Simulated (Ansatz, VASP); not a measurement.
## Two plane-wave programs on TiN

```
Ti N
1.0
     0.00000    2.08644    2.08644
     2.08644    0.00000    2.08644
     2.08644    2.08644    0.00000
Ti N
1 1
Direct
  0.00000 0.00000 0.00000
  0.50000 0.50000 0.50000
```

Alike in both runs: functional LDA; k mesh 8 × 8 × 8; occupations gaussian, width 0.1 eV; no spin polarisation.

Ansatz relaxed the structure, and its values are those at the end. VASP's run is a single point on that final structure, the one shown.

```csv
,VASP,Ansatz
version,VASP 6.6.1,Ansatz 0.2.0
potentials or method,"VASP PAW LDA potentials, release 64 (Ti_sv, N), cutoff 600 eV","scalar-relativistic, plane waves, PAW"
valence electrons in the cell,17,17
```

Ansatz gave:

```
gap on the k mesh at the Fermi level (eV) : none
pressure (GPa)                            : 0.0
```

Q: Estimate VASP's values.

A: gap on the k mesh at the Fermi level (eV): none; pressure (GPa): 0.9.

Ansatz warns that its potentials were made for another functional, while VASP's fit it. LDA's correlation is that of Perdew and Zunger in VASP and of Perdew and Wang (1992) in Ansatz. A gap of «none» marks a metal or a gap that the smearing closes.
